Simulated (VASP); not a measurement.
Wanted: the native input for a VASP 6.6.1 run.

* Task: single point
* Functional: LDA
* Potentials or basis: VASP PAW LDA potentials, release 64 (Pt)
* Cutoff: 520 eV
* k mesh: 22 × 22 × 22
* Occupations: gaussian, width 0.15 eV
* Spin: no spin polarisation
* Dipole correction: no
* Further INCAR settings: ALGO = Fast; EDIFF = 1e-07; NBANDS = 11

The structure of Pt lies in POSCAR:

```
Pt
1.0
   -1.6317466000      1.6317466000      1.5604567000
    1.6317466000     -1.6317466000      1.5604567000
    1.6317466000      1.6317466000     -1.5604567000
Pt
1
Direct
    0.0000000000      0.0000000000      0.0000000000
```

This cell differs from its parent crystal: strain +0.030 along x and y, -0.015 along z.

These files were run (other wordings do the same):

INCAR

```
SYSTEM = Pt
PREC = Accurate
ENCUT = 520
EDIFF = 1E-7
ISMEAR = 0
SIGMA = 0.15
LREAL = .FALSE.
LASPH = .TRUE.
NELM = 100
ALGO = Fast
ISIF = 2
LWAVE = .FALSE.
LCHARG = .FALSE.
NBANDS = 11
```

KPOINTS

```
Automatic mesh
0
G
  22 22 22
  0 0 0
```

Potentials or basis: VASP PAW LDA potentials, release 64 (Pt).

Run with:

```console
$ cat potpaw_LDA.64/Pt/POTCAR > POTCAR
$ mpirun -np 1 vasp_std > vasp.out
```

It gave:

| Quantity | Value |
| --- | --- |
| Pressure | -23.5 GPa |
| Band gap on the k mesh | zero (bands 5 and 6 overlap by 1.93 eV) |

Caveat: the cell differs from its parent crystal (strain +0.030 along x and y, -0.015 along z); the cell stands under tension; spin-orbit coupling is left out, which moves the levels of the heavy elements.

It took 89 s on 1 thread of Intel(R) Xeon(R) Platinum 8488C (Sapphire Rapids), on a shared host, peak memory 0.26 GiB.
